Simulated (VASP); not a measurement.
# CuSn3 (I4/mmm) in VASP: single point with PBEsol

Aim: the single point of CuSn3 with PBEsol.

Everything below comes from runs of VASP 6.6.1. Logs are shortened: lines on timing, memory, paths and dates and some standing lists are left out, and cuts for length are marked.

## Step 1: The cell of the first run

Symmetry: I4/mmm, No. 139, tetragonal system. The conventional cell has a = 4.618 Å, b = 4.618 Å, c = 8.452 Å, α = 90.00°, β = 90.00°, γ = 90.00°. Within 4.3 Å of Cu (site symmetry 4/mmm) lie 14 Sn at 3.13 to 4.23 Å. Sn (site symmetry -4m2) has 4 Cu at 3.13 Å and 10 Sn at 3.13 to 4.23 Å within 4.3 Å. Sn (site symmetry 4/mmm) has 8 Sn at 3.13 Å and 6 Cu at 3.27 to 4.23 Å within 4.3 Å.

## Step 2: Single point, PBEsol

The input, INCAR:

```
SYSTEM = CuSn3
PREC = Accurate
ENCUT = 520
EDIFF = 1E-6
ISMEAR = 0
SIGMA = 0.1
LREAL = .False.
LASPH = .True.
NELM = 100
ALGO = Fast
ISIF = 2
LWAVE = .False.
LCHARG = .False.
GGA = PS
NBANDS = 34
```

The input, KPOINTS:

```
regular mesh
0
Gamma
  14 14 14
  0 0 0
```

The input, POSCAR:

```
CuSn3
1.0
   -2.3091155050      2.3091155050      4.2260255766
    2.3091155050     -2.3091155050      4.2260255766
    2.3091155050      2.3091155050     -4.2260255766
Cu Sn
1 3
Direct
    0.0000000000      0.0000000000      0.0000000000
    0.7500000000      0.2500000000      0.5000000000
    0.2500000000      0.7500000000      0.5000000000
    0.5000000000      0.5000000000      0.0000000000
```

Potentials or basis: VASP PAW PBE potentials, release 64 (Cu, Sn_d).

The run is started by

```console
cat potpaw_PBE.64/Cu/POTCAR potpaw_PBE.64/Sn_d/POTCAR > POTCAR
mpirun -np 1 vasp_std > vasp.out
```

OUTCAR:

```text
SYSTEM = CuSn3
   PREC = Accurate
   ENCUT = 520
   EDIFF = 1E-6
   ISMEAR = 0
   LREAL = .False.
   LASPH = .True.
   NELM = 100
   ISIF = 2
   GGA = PS

 ion  position               nearest neighbor table
   1  0.000  0.000  0.000-   2 3.13   3 3.13   2 3.13   3 3.13   2 3.13   3 3.13   2 3.13   3 3.13
                             4 3.27   4 3.27   4 3.27   4 3.27
   2  0.750  0.250  0.500-   1 3.13   4 3.13   1 3.13   4 3.13   4 3.13   1 3.13   4 3.13   1 3.13
                             3 3.27   3 3.27   3 3.27   3 3.27
   3  0.250  0.750  0.500-   1 3.13   4 3.13   1 3.13   4 3.13   1 3.13   4 3.13   1 3.13   4 3.13
                             2 3.27   2 3.27   2 3.27   2 3.27
   4  0.500  0.500  0.000-   2 3.13   3 3.13   2 3.13   3 3.13   3 3.13   2 3.13   3 3.13   2 3.13
                             1 3.27   1 3.27   1 3.27   1 3.27

  LATTYP: Found a body centered tetragonal cell.
 ALAT       =     4.6182310100
 C/A-ratio  =     1.8301490625

  Lattice vectors:

 A1 = (  -2.3091155050,   2.3091155050,   4.2260255766)
 A2 = (   2.3091155050,  -2.3091155050,   4.2260255766)
 A3 = (   2.3091155050,   2.3091155050,  -4.2260255766)

Analysis of symmetry for initial positions (statically):
=====================================================================
 Subroutine PRICEL returns:
 Original cell was already a primitive cell.

 Routine SETGRP: Setting up the symmetry group for a
 body centered tetragonal supercell.

 Subroutine GETGRP returns: Found 16 space group operations
 (whereof 16 operations were pure point group operations)
 out of a pool of 16 trial point group operations.

The static configuration has the point symmetry D_4h.

Analysis of symmetry for dynamics (positions and initial velocities):
=====================================================================
 Subroutine PRICEL returns:
 Original cell was already a primitive cell.

 Routine SETGRP: Setting up the symmetry group for a
 body centered tetragonal supercell.

 Subroutine GETGRP returns: Found 16 space group operations
 (whereof 16 operations were pure point group operations)
 out of a pool of 16 trial point group operations.

The dynamic configuration has the point symmetry D_4h.

 Subroutine INISYM returns: Found 16 space group operations
 (whereof 16 operations are pure point group operations),
 and found     1 'primitive' translations

----------------------------------------------------------------------------------------

                                     Primitive cell

  volume of cell :      90.1329
[... 90 lines left out ...]
   LASPH  =      T    aspherical Exc in radial PAW
   ENCUT  =  520.0 eV  38.22 Ry    6.18 a.u.   9.93  9.93  9.93*2*pi/ulx,y,z
   NELM   =    100;   NELMIN=  2; NELMDL= -5     # of ELM steps
   EDIFF  = 0.1E-05   stopping-criterion for ELM
   LREAL  =      F    real-space projection
   EDIFFG = 0.1E-04   stopping-criterion for IOM
   NSW    =      0    number of steps for IOM
   IBRION =     -1    ionic relax: 0-MD 1-quasi-New 2-CG
   NFREE  =      0    steps in history (QN), initial steepest desc. (CG)
   ISIF   =      2    stress and relaxation
   ISYM   =      2    0-nonsym 1-usesym 2-fastsym
   POTIM  = 0.5000    time-step for ionic-motion
   TEBEG  =    0.0;   TEEND  =   0.0 temperature during run
   PSTRESS=    0.0 pullay stress
   NELECT =      53.0000    total number of electrons
   NUPDOWN=      -1.0000    fix difference up-down
   EMIN   =  10.00;   EMAX   =-10.00  energy-range for DOS
   EFERMI =   0.00;   METHOD = LEGACY
   ISMEAR =     0;   SIGMA  =   0.10  broadening in eV -4-tet -1-fermi 0-gaus
   EFERMI_NEDOS =   21; number of points for ismear=-14 and -15
   IALGO  =     68    algorithm
   IMIX   =      4    mixing-type and parameters
     AMIX     =   0.40;   BMIX     =  1.00
     AMIX_MAG =   1.60;   BMIX_MAG =  1.00
  volume/ion in A,a.u.               =      22.53       152.06
  Fermi-wavevector in a.u.,A,eV,Ry     =   1.371531  2.591818 25.593884  1.881097
  Thomas-Fermi vector in A             =   2.497220
   LORBIT       =      0    0 simple, 1 ext, 2 COOP (PROOUT), +10 PAW based schemes
   GGA     = PS    functional components
   LHFCALC =     F    Hartree Fock is set to
   AEXX    =    0.0000 exact exchange contribution
   IVDW    =     0    specifies the selected vdW correction
   LEPSILON=     F    determine dielectric tensor
   LRPA    =     F    only Hartree local field effects (RPA)
 non-spin polarized calculation
 RMM-DIIS sequential band-by-band and
 Gauss-broadening in eV      SIGMA  =   0.10
  energy-cutoff  :      520.00
  volume of cell :       90.13
 maximum number of plane-waves:      2452
   NGX = 19   NGY = 19   NGZ = 19

 number of electron      52.9999988 magnetization

 Free energy of the ion-electron system (eV)
  ---------------------------------------------------
  ext. energy  EPLUGINS =         0.00000000
  ---------------------------------------------------
  free energy    TOTEN  =       -16.21288194 eV

  energy without entropy =      -16.20261262  energy(sigma->0) =      -16.20774728

 E-fermi :   8.4026     XC(G=0): -10.9988

 val. band max:        8.4004943936   @ k =   0.2143   0.2143   0.2143
 cond. band min:       8.4087391161   @ k =   0.3571   0.1429   0.1429
 fundamental gap:      0.0082447225
 Fermi energy:         8.4026316145

 k-point     1 :       0.0000    0.0000    0.0000
  band No.  band energies     occupation
      1     -13.2176      2.00000
      2     -13.1655      2.00000
      3     -13.1655      2.00000
      4     -13.1613      2.00000
      5     -13.1105      2.00000
      6     -13.1033      2.00000
[... 877 lines left out ...]
     33      13.0611      0.00000
     34      14.4811      0.00000

 [... further k-points ...]
[... 5 lines left out ...]
  --------------------------------------------------------------------------------------
  -------------------------------------------------------------------------------------
  Total       -0.0313030     -0.0313030     -0.0358964      0.0000000      0.0000000      0.0000000
  in kB       -0.5564338     -0.5564338     -0.6380842      0.0000000      0.0000000      0.0000000
  external PRESSURE =      -0.5836506 kB  Pullay stress =       0.0000000 kB

 VOLUME and BASIS-vectors are now :
 -----------------------------------------------------------------------------
  energy-cutoff  :      520.00
  volume of cell :       90.13
      direct lattice vectors                 reciprocal lattice vectors
    -2.309115505  2.309115505  4.226025577     0.000000000  0.216533127  0.118314476
     2.309115505 -2.309115505  4.226025577     0.216533127  0.000000000  0.118314476
     2.309115505  2.309115505 -4.226025577     0.216533127  0.216533127  0.000000000

 POSITION                                       TOTAL-FORCE (eV/Angst)
 -----------------------------------------------------------------------------------
      0.00000      0.00000      0.00000        -0.000000      0.000000      0.000000
     -0.00000      2.30912      2.11301         0.000000     -0.000000     -0.000000
      2.30912     -0.00000      2.11301        -0.000000     -0.000000      0.000000
      0.00000      0.00000      4.22603        -0.000000      0.000000      0.000000
 -----------------------------------------------------------------------------------
    total drift:                               -0.000000     -0.000000      0.000000

  FREE ENERGIE OF THE ION-ELECTRON SYSTEM (eV)
  ---------------------------------------------------
  free  energy   TOTEN  =       -16.2128819444 eV

  energy  without entropy=      -16.2026126215  energy(sigma->0) =      -16.20774728
```

It took 8.2 min on 1 thread of Intel Xeon 6975P-C (Granite Rapids), shared host; peak memory 0.71 GiB.

What came out:

```yaml
Free_energy: -16.2129 eV
Pressure: -0.1 GPa
Band_gap_on_the_k_mesh: zero (an odd number of electrons rules out a gap without spin polarisation)
```

Levels at points of the mesh, in eV from the Fermi level:
```
           k point  band 24  band 25  band 26  band 27  band 28  band 29
(0.00, 0.00, 0.00)    -2.18    -0.94    -0.94    -0.68    -0.68     0.63
(0.50, 0.00, 0.00)    -2.04    -0.84    -0.82    -0.52    -0.50     2.82
(0.50, 0.50, 0.00)    -2.53    -2.33    -2.25     1.53     1.78     2.14
(0.50, 0.50, 0.50)    -2.60    -2.14    -1.79     3.16     3.66     3.92
```

Caveat: the PAW data sets were made with another functional, which shifts forces and pressure a little; spin-orbit coupling is left out, which moves the levels of the heavy elements.
